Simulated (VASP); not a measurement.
# Ge in VASP: notebook

Ge is run at these levels: PBE+D3(BJ); tasks: single point.

All numbers are computed with VASP 6.6.1; they aren't measurements. Logs are shortened: lines on timing, memory, paths and dates and some standing lists are left out, and cuts for length are marked.

## 1. The cell of the first run

The cell holds a slab with vacuum, 2 atoms: a = 3.771 Å, b = 3.771 Å, c = 28.000 Å, α = 90.00°, β = 90.00°, γ = 120.00°.

## 2. Single point, PBE+D3(BJ)

Contents of INCAR:

```
SYSTEM = Ge
  PREC = Accurate
  ENCUT = 520
  EDIFF = 1E-6
  ISMEAR = 0
  SIGMA = 0.1
  LREAL = .FALSE.
  LASPH = .TRUE.
  NELM = 60
  ALGO = Normal
  ISIF = 2
  LWAVE = .FALSE.
  LCHARG = .TRUE.
  LDIPOL = .TRUE.
  IDIPOL = 3
  DIPOL = 0.5 0.5 0.500
  GGA = PE
  IVDW = 12
  LELF = .TRUE.
  LVHAR = .TRUE.
  LVACPOTAV = .TRUE.
  NBANDS = 21
```

Contents of KPOINTS:

```
Automatic mesh
0
G
  12 12 1
  0 0 0
```

Contents of POSCAR:

```
Ge
1.0
    3.7710000000      0.0000000000      0.0000000000
   -1.8855000000      3.2657817977      0.0000000000
    0.0000000000      0.0000000000     28.0000000000
Ge
2
Direct
    0.3333333333      0.6666666667      0.5130892857
    0.6666666667      0.3333333333      0.4869107143
```

Potentials or basis: VASP PAW PBE potentials, release 64 (Ge_d).

Started as:

```
$ cat potpaw_PBE.64/Ge_d/POTCAR > POTCAR
$ mpirun -np 1 vasp_std > vasp.out
```

OUTCAR:

```text
SYSTEM = Ge
   PREC = Accurate
   ENCUT = 520
   EDIFF = 1E-6
   ISMEAR = 0
   LREAL = .FALSE.
   LASPH = .TRUE.
   NELM = 60
   ISIF = 2
   GGA = PE
   IVDW = 12
 IVDW          = 12

 ion  position               nearest neighbor table
   1  0.333  0.667  0.513-   2 2.30   2 2.30   2 2.30
   2  0.667  0.333  0.487-   1 2.30   1 2.30   1 2.30

  LATTYP: Found a hexagonal cell.
 ALAT       =     3.7710000000
 C/A-ratio  =     7.4250861840

  Lattice vectors:

 A1 = (   3.7710000000,   0.0000000000,   0.0000000000)
 A2 = (  -1.8855000000,   3.2657817977,   0.0000000000)
 A3 = (   0.0000000000,   0.0000000000,  28.0000000000)

Analysis of symmetry for initial positions (statically):
=====================================================================
 Subroutine PRICEL returns:
 Original cell was already a primitive cell.

 Routine SETGRP: Setting up the symmetry group for a
 hexagonal supercell.

 Subroutine GETGRP returns: Found 12 space group operations
 (whereof 12 operations were pure point group operations)
 out of a pool of 24 trial point group operations.

The static configuration has the point symmetry D_3d.

Analysis of symmetry for dynamics (positions and initial velocities):
=====================================================================
 Subroutine PRICEL returns:
 Original cell was already a primitive cell.

 Routine SETGRP: Setting up the symmetry group for a
 hexagonal supercell.

 Subroutine GETGRP returns: Found 12 space group operations
 (whereof 12 operations were pure point group operations)
 out of a pool of 24 trial point group operations.

The dynamic configuration has the point symmetry D_3d.

 Subroutine INISYM returns: Found 12 space group operations
 (whereof 12 operations are pure point group operations),
 and found     1 'primitive' translations

----------------------------------------------------------------------------------------

                                     Primitive cell

  volume of cell :     344.8274

  direct lattice vectors                    reciprocal lattice vectors
     3.771000000  0.000000000  0.000000000     0.265181649  0.153102697  0.000000000
    -1.885500000  3.265781798  0.000000000     0.000000000  0.306205393  0.000000000
     0.000000000  0.000000000 28.000000000     0.000000000  0.000000000  0.035714286

  length of vectors
     3.771000000  3.771000000 28.000000000     0.306205393  0.306205393  0.035714286

  position of ions in fractional coordinates (direct lattice)
     0.333333333  0.666666667  0.513089286
     0.666666667  0.333333333  0.486910714

  ion indices of the primitive-cell ions
   primitive index   ion index
                 1           1
                 2           2

----------------------------------------------------------------------------------------

 KPOINTS: Automatic mesh

Automatic generation of k-mesh.
 Grid dimensions read from file:
 generate k-points for:   12   12    1

 Generating k-lattice:

  Cartesian coordinates                     Fractional coordinates (reciprocal lattice)
     0.022098471  0.012758558  0.000000000     0.083333333  0.000000000  0.000000000
     0.000000000  0.025517116  0.000000000     0.000000000  0.083333333  0.000000000
     0.000000000  0.000000000  0.035714286     0.000000000  0.000000000  1.000000000

  Length of vectors
     0.025517116  0.025517116  0.035714286

  Shift w.r.t. Gamma in fractional coordinates (k-lattice)
     0.000000000  0.000000000  0.000000000

 Subroutine IBZKPT returns following result:
 ===========================================

 Found     19 irreducible k-points:

 Following reciprocal coordinates:
            Coordinates               Weight
  0.000000  0.000000  0.000000      1.000000
  0.083333  0.000000  0.000000      6.000000
  0.166667 -0.000000  0.000000      6.000000
  0.250000  0.000000  0.000000      6.000000
  0.333333 -0.000000  0.000000      6.000000
  0.416667 -0.000000  0.000000      6.000000
[... 11 lines left out ...]
  0.333333  0.250000  0.000000     12.000000
  0.333333  0.333333  0.000000      2.000000
   k-points           NKPTS =     19   k-points in BZ     NKDIM =     19   number of bands    NBANDS=     21
   number of dos      NEDOS =    301   number of ions     NIONS =      2
   total plane-waves  NPLWV = 164640
   dimension x,y,z NGX =    28 NGY =   28 NGZ =  210
   dimension x,y,z NGXF=    56 NGYF=   56 NGZF=  420
   ions per type =               2
   NGX,Y,Z   is equivalent  to a cutoff of  12.34, 12.34, 12.47 a.u.
   NGXF,Y,Z  is equivalent  to a cutoff of  24.69, 24.69, 24.94 a.u.
 SYSTEM =  Ge
   PREC   = accura    normal or accurate (medium, high low for compatibility)
   ISTART =      0    job   : 0-new  1-cont  2-samecut
   ICHARG =      2    charge: 1-file 2-atom 10-const
   ISPIN  =      1    spin polarized calculation?
   LNONCOLLINEAR =      F non collinear calculations
   LSORBIT =      F    spin-orbit coupling
   LASPH  =      T    aspherical Exc in radial PAW
   ENCUT  =  520.0 eV  38.22 Ry    6.18 a.u.   7.01  7.01 52.06*2*pi/ulx,y,z
   NELM   =     60;   NELMIN=  2; NELMDL= -5     # of ELM steps
   EDIFF  = 0.1E-05   stopping-criterion for ELM
   LREAL  =      F    real-space projection
   EDIFFG = 0.1E-04   stopping-criterion for IOM
   NSW    =      0    number of steps for IOM
   IBRION =     -1    ionic relax: 0-MD 1-quasi-New 2-CG
   NFREE  =      0    steps in history (QN), initial steepest desc. (CG)
   ISIF   =      2    stress and relaxation
   ISYM   =      2    0-nonsym 1-usesym 2-fastsym
   POTIM  = 0.5000    time-step for ionic-motion
   TEBEG  =    0.0;   TEEND  =   0.0 temperature during run
   PSTRESS=    0.0 pullay stress
   NELECT =      28.0000    total number of electrons
   NUPDOWN=      -1.0000    fix difference up-down
   EMIN   =  10.00;   EMAX   =-10.00  energy-range for DOS
   EFERMI =   0.00;   METHOD = LEGACY
   ISMEAR =     0;   SIGMA  =   0.10  broadening in eV -4-tet -1-fermi 0-gaus
   EFERMI_NEDOS =   21; number of points for ismear=-14 and -15
   IALGO  =     38    algorithm
   IMIX   =      4    mixing-type and parameters
     AMIX     =   0.40;   BMIX     =  1.00
     AMIX_MAG =   1.60;   BMIX_MAG =  1.00
  volume/ion in A,a.u.               =     172.41      1163.50
  Fermi-wavevector in a.u.,A,eV,Ry     =   0.708914  1.339653  6.837733  0.502559
  Thomas-Fermi vector in A             =   1.795356
   LORBIT       =      0    0 simple, 1 ext, 2 COOP (PROOUT), +10 PAW based schemes
   GGA     = PE    functional components
   LHFCALC =     F    Hartree Fock is set to
   AEXX    =    0.0000 exact exchange contribution
   IVDW    =    12    specifies the selected vdW correction
   LEPSILON=     F    determine dielectric tensor
   LRPA    =     F    only Hartree local field effects (RPA)
 non-spin polarized calculation
 Gauss-broadening in eV      SIGMA  =   0.10
  energy-cutoff  :      520.00
  volume of cell :      344.83
 maximum number of plane-waves:      9335
 NGX is ok and might be reduce to    28
   NGX = 13   NGY = 13   NGZ =105

 number of electron      28.0000011 magnetization

 dipolmoment           0.000000      0.000000     -0.000000 electrons x Angstroem

 Free energy of the ion-electron system (eV)
  ---------------------------------------------------
  ext. energy  EPLUGINS =         0.00000000
  ---------------------------------------------------
  free energy    TOTEN  =        -7.76666562 eV

  energy without entropy =       -7.76481972  energy(sigma->0) =       -7.76574267

 E-fermi :  -3.1774     XC(G=0):  -1.7423

 val. band max:       -3.2419213690   @ k =   0.3333   0.3333   0.0000
 cond. band min:      -3.1546252111   @ k =   0.0000   0.0000   0.0000
 fundamental gap:      0.0872961579
 Fermi energy:        -3.1774390146

 k-point     1 :       0.0000    0.0000    0.0000
  band No.  band energies     occupation
      1     -27.6544      2.00000
      2     -27.6544      2.00000
      3     -27.5571      2.00000
      4     -27.5571      2.00000
      5     -27.5036      2.00000
      6     -27.4545      2.00000
[... 13 lines left out ...]
     20       1.3617      0.00000
     21       1.6072      0.00000

 k-point     2 :       0.0833    0.0000    0.0000
  band No.  band energies     occupation
      1     -27.6576      2.00000
      2     -27.6575      2.00000
      3     -27.5572      2.00000
      4     -27.5505      2.00000
      5     -27.5011      2.00000
      6     -27.4492      2.00000
[... 13 lines left out ...]
     20       1.6564      0.00000
     21       1.7053      0.00000

 k-point     3 :       0.1667   -0.0000    0.0000
  band No.  band energies     occupation
      1     -27.6639      2.00000
      2     -27.6632      2.00000
      3     -27.5612      2.00000
      4     -27.5343      2.00000
      5     -27.4960      2.00000
      6     -27.4324      2.00000
[... 13 lines left out ...]
     20       1.9911      0.00000
     21       2.2155      0.00000

 k-point     4 :       0.2500    0.0000    0.0000
  band No.  band energies     occupation
      1     -27.6695      2.00000
      2     -27.6650      2.00000
      3     -27.5709      2.00000
      4     -27.5151      2.00000
      5     -27.4962      2.00000
      6     -27.4044      2.00000
[... 13 lines left out ...]
     20       2.4764      0.00000
     21       2.7067      0.00000

 k-point     5 :       0.3333   -0.0000    0.0000
  band No.  band energies     occupation
      1     -27.6728      2.00000
      2     -27.6602      2.00000
      3     -27.5848      2.00000
      4     -27.5037      2.00000
      5     -27.4979      2.00000
      6     -27.3713      2.00000
[... 13 lines left out ...]
     20       3.1430      0.00000
     21       3.2842      0.00000

 k-point     6 :       0.4167   -0.0000    0.0000
  band No.  band energies     occupation
      1     -27.6742      2.00000
      2     -27.6491      2.00000
      3     -27.6011      2.00000
      4     -27.5124      2.00000
      5     -27.4861      2.00000
      6     -27.3574      2.00000
[... 13 lines left out ...]
     20       3.8147      0.00000
     21       4.0836      0.00000

 k-point     7 :       0.5000    0.0000    0.0000
  band No.  band energies     occupation
      1     -27.6745      2.00000
      2     -27.6402      2.00000
      3     -27.6118      2.00000
      4     -27.5160      2.00000
      5     -27.4820      2.00000
      6     -27.3621      2.00000
[... 13 lines left out ...]
     20       4.3454      0.00000
     21       4.4072      0.00000
[... 171 lines left out ...]
      1     -27.6922      2.00000
      2     -27.6397      2.00000
      3     -27.6052      2.00000
      4     -27.4902      2.00000
      5     -27.4630      2.00000
      6     -27.3801      2.00000
[... 13 lines left out ...]
     20       3.9069      0.00000
     21       4.3432      0.00000

 k-point    16 :       0.4167    0.1667    0.0000
  band No.  band energies     occupation
      1     -27.6935      2.00000
      2     -27.6324      2.00000
      3     -27.6144      2.00000
      4     -27.4754      2.00000
      5     -27.4753      2.00000
      6     -27.3738      2.00000
[... 13 lines left out ...]
     20       4.6360      0.00000
     21       4.8195      0.00000

 k-point    17 :       0.2500    0.2500    0.0000
  band No.  band energies     occupation
      1     -27.6968      2.00000
      2     -27.6398      2.00000
      3     -27.6036      2.00000
      4     -27.4889      2.00000
      5     -27.4361      2.00000
      6     -27.4029      2.00000
[... 13 lines left out ...]
     20       3.5889      0.00000
     21       3.8202      0.00000

 k-point    18 :       0.3333    0.2500    0.0000
  band No.  band energies     occupation
      1     -27.7016      2.00000
      2     -27.6305      2.00000
      3     -27.6152      2.00000
      4     -27.4723      2.00000
      5     -27.4347      2.00000
      6     -27.3935      2.00000
[... 13 lines left out ...]
     20       4.5588      0.00000
     21       4.7848      0.00000

 k-point    19 :       0.3333    0.3333    0.0000
  band No.  band energies     occupation
      1     -27.7052      2.00000
      2     -27.6231      2.00000
      3     -27.6231      2.00000
      4     -27.4647      2.00000
      5     -27.4032      2.00000
      6     -27.3978      2.00000
[... 13 lines left out ...]
     20       4.8763      0.00000
     21       4.8763      0.00000

------------------------ aborting loop because EDIFF is reached ----------------------------------------

 Edisp (eV)   -0.34811

 E8    (eV) :    -0.1665

  FORCE on cell =-STRESS in cart. coord.  units (eV):
  Direction    XX          YY          ZZ          XY          YZ          ZX
  --------------------------------------------------------------------------------------
  -------------------------------------------------------------------------------------
  Total       4.59411     4.59411     0.32897    -0.00000     0.00000     0.00000
  in kB      21.34570    21.34570     1.52852    -0.00000     0.00000     0.00000
  external pressure =       14.74 kB  Pullay stress =        0.00 kB

 VOLUME and BASIS-vectors are now :
 -----------------------------------------------------------------------------
  energy-cutoff  :      520.00
  volume of cell :      344.83
      direct lattice vectors                 reciprocal lattice vectors
     3.771000000  0.000000000  0.000000000     0.265181649  0.153102697  0.000000000
    -1.885500000  3.265781798  0.000000000     0.000000000  0.306205393  0.000000000
     0.000000000  0.000000000 28.000000000     0.000000000  0.000000000  0.035714286

 POSITION                                       TOTAL-FORCE (eV/Angst)
 -----------------------------------------------------------------------------------
     -0.00000      2.17719     14.36650         0.000000      0.000000      0.464076
      1.88550      1.08859     13.63350        -0.000000     -0.000000     -0.464076
 -----------------------------------------------------------------------------------
    total drift:                                0.000000      0.000000     -0.000000

  FREE ENERGIE OF THE ION-ELECTRON SYSTEM (eV)
  ---------------------------------------------------
  free  energy   TOTEN  =        -8.1147802667 eV

  energy  without entropy=       -8.1129343623  energy(sigma->0) =       -8.11385731

 vacuum level on the upper side and lower side of the slab         1.162         1.162
```

Wall time 2.1 min (1 thread of Intel Xeon 6975P-C (Granite Rapids), shared host); peak memory 0.44 GiB.

What came out:

```yaml
Free_energy: -8.1148 eV
Largest_force: 0.464 eV/Å
Band_gap_on_the_k_mesh: zero (band 14 reaches -3.15 eV, above the bottom of band 15 at -3.24 eV)
Dispersion_energy_per_atom: -0.174 eV
```

Forces on the atoms (eV/Å):
```
Ge   0.000  0.000  0.464
Ge   0.000  0.000 -0.464
```

## 3. Single point, PBE+D3(BJ)

Contents of INCAR:

```
PREC = Accurate
ENCUT = 520
EDIFF = 1E-7
ISMEAR = 0
SIGMA = 0.1
LREAL = False
LASPH = True
NELM = 80
ALGO = Normal
ISIF = 2
LWAVE = False
LCHARG = True
LDIPOL = True
IDIPOL = 3
DIPOL = 0.5 0.5 0.500
GGA = PE
IVDW = 12
LELF = True
LVHAR = True
LVACPOTAV = True
NBANDS = 21
```

Contents of KPOINTS:

```
regular mesh
0
Gamma
  12 12 1
```

Contents of POSCAR:

```
Ge
1.0
    3.7710000000      0.0000000000      0.0000000000
   -1.8855000000      3.2657817977      0.0000000000
    0.0000000000      0.0000000000     28.0000000000
Ge
2
Direct
    0.3333333333      0.6666666667      0.5183214286
    0.6666666667      0.3333333333      0.4816785714
```

Potentials or basis: VASP PAW PBE potentials, release 64 (Ge_d).

Started as:

```
$ cat potpaw_PBE.64/Ge_d/POTCAR > POTCAR
$ mpirun -np 1 vasp_std > vasp.out
```

Wall time 2.5 min (1 thread of Intel Xeon 6975P-C (Granite Rapids), shared host); peak memory 0.45 GiB.

It converged, with:

```yaml
Free_energy: -8.0844 eV
Largest_force: 0.606 eV/Å
Band_gap_on_the_k_mesh: zero (band 14 reaches -2.33 eV, above the bottom of band 15 at -3.44 eV)
Dispersion_energy_per_atom: -0.174 eV
Work_function_of_the_upper_face: 4.10 eV
Work_function_of_the_lower_face: 4.10 eV
```

Forces on the atoms (eV/Å):
```
Ge   0.000  0.000 -0.606
Ge   0.000  0.000  0.606
```

Levels at points of the mesh, in eV from the Fermi level:
| k point | band 10 | band 11 | band 12 | band 13 | band 14 | band 15 | band 16 | band 17 | band 18 | band 19 |
| --- | --- | --- | --- | --- | --- | --- | --- | --- | --- | --- |
| (0.00, 0.00, 0.00) | -24.05 | -11.62 | -4.49 | 0.63 | 0.63 | 1.07 | 2.67 | 3.89 | 4.08 | 4.42 |
| (0.50, 0.00, 0.00) | -24.02 | -9.15 | -7.26 | -1.76 | -1.28 | 0.03 | 2.54 | 4.64 | 6.11 | 6.59 |
